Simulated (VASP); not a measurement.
## TaNb2O5: single point with PBE

TaNb2O5:

```
Ta Nb O
1.0
     4.87135   -2.10981    0.02387
     4.87135    2.10981    0.02387
    -4.84675    0.00000    4.54860
Ta Nb O
1 2 5
Direct
  0.00000 0.00000 0.00000
  0.81273 0.81273 0.22742
  0.18727 0.18727 0.77258
  0.50000 0.50000 0.00000
  0.30218 0.30218 0.21288
  0.69782 0.69782 0.78712
  0.09596 0.09596 0.38281
  0.90404 0.90404 0.61719
```

| Property | Result |
| --- | --- |
| Program | VASP 6.6.1 |
| Task | single point |
| Functional | PBE |
| Potentials or basis | VASP PAW PBE potentials, release 64 (Ta_pv, Nb_sv, O) |
| Cutoff | 520 eV |
| k mesh | 3 × 3 × 3 |
| Occupations | gaussian, width 0.15 eV |
| Spin | no spin polarisation |
| Dipole correction | no |
| Further INCAR settings | ALGO = Normal; EDIFF = 1e-06; NBANDS = 44 |

| Property | Result |
| --- | --- |
| Pressure | 0.4 GPa |
| Largest force | 0.099 eV/Å |

Forces on the atoms (eV/Å):
```
Ta   0.000  0.000  0.000
Nb  -0.002  0.000  0.013
Nb   0.002  0.000 -0.013
O    0.000  0.000  0.000
O    0.028  0.000 -0.011
O   -0.028  0.000  0.011
O   -0.070  0.000  0.071
O    0.070  0.000 -0.071
```

Stress tensor (GPa, compression positive):
```
 0.89  0.00 -0.05
 0.00  0.25  0.00
-0.05  0.00  0.18
```

Levels at points of the mesh, in eV from the Fermi level:
```tsv
k point	band 30	band 31	band 32	band 33	band 34	band 35	band 36	band 37	band 38	band 39
(0.00, 0.00, 0.00)	-4.21	-4.03	-1.26	-0.83	-0.38	-0.34	1.15	1.26	1.57	2.09
```

Wall time 35 s on 1 thread of Intel(R) Xeon(R) 6975P-C (Granite Rapids), with other jobs on the host, peak memory 0.27 GiB.

Caveat: the k points lie up to 0.59 Å⁻¹ apart; spin-orbit coupling is left out, which moves the levels of the heavy elements; an odd number of electrons without spin polarisation forces a metal; a magnetic or distorted state may lie lower.
